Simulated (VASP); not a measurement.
Input of a VASP 6.6.1 run:

File INCAR:

```
SYSTEM = Ta2Sn3
  PREC = Accurate
  ENCUT = 520
  EDIFF = 1E-6
  ISMEAR = 0
  SIGMA = 0.2
  LREAL = .FALSE.
  LASPH = .TRUE.
  NELM = 100
  ALGO = Normal
  ISIF = 2
  LWAVE = .FALSE.
  LCHARG = .FALSE.
  GGA = PE
  NBANDS = 40
```

Contents of KPOINTS:

```
regular mesh
0
G
  4 4 3
  0 0 0
```

POSCAR

```
Ta2Sn3
1.0
    4.8981302487      0.0000000000      0.0000000000
   -2.4490651243      4.2419052264      0.0000000000
    0.0000000000      0.0000000000      5.7158661650
Ta Sn
2 3
Direct
    0.6666666667      0.3333333333      0.9070223247
    0.3333333333      0.6666666667      0.0929776753
    0.0000000000      0.0000000000      0.0000000000
    0.6666666667      0.3333333333      0.3957544825
    0.3333333333      0.6666666667      0.6042455175
```

Potentials or basis: VASP PAW PBE potentials, release 64 (Ta_pv, Sn_d).

Run with:

```bash
$ cat potpaw_PBE.64/Ta_pv/POTCAR potpaw_PBE.64/Sn_d/POTCAR > POTCAR
$ mpirun -np 1 vasp_std > vasp.out
```

**Question.** Estimate the pressure.

**Answer.** 0.0 GPa.

**Question.** Estimate the band gap on the k mesh.

**Answer.** Zero (bands 32 and 33 overlap by 0.40 eV).

**Question.** Predict the largest force.

**Answer.** 0.012 eV/Å.

Forces in eV/Å, atoms in the order of the input:
```
Ta   0.000  0.000  0.012
Ta   0.000  0.000 -0.012
Sn   0.000  0.000  0.000
Sn   0.000  0.000  0.001
Sn   0.000  0.000 -0.001
```

Caveat: the k points lie up to 0.37 Å⁻¹ apart; spin-orbit coupling is left out, which moves the levels of the heavy elements.
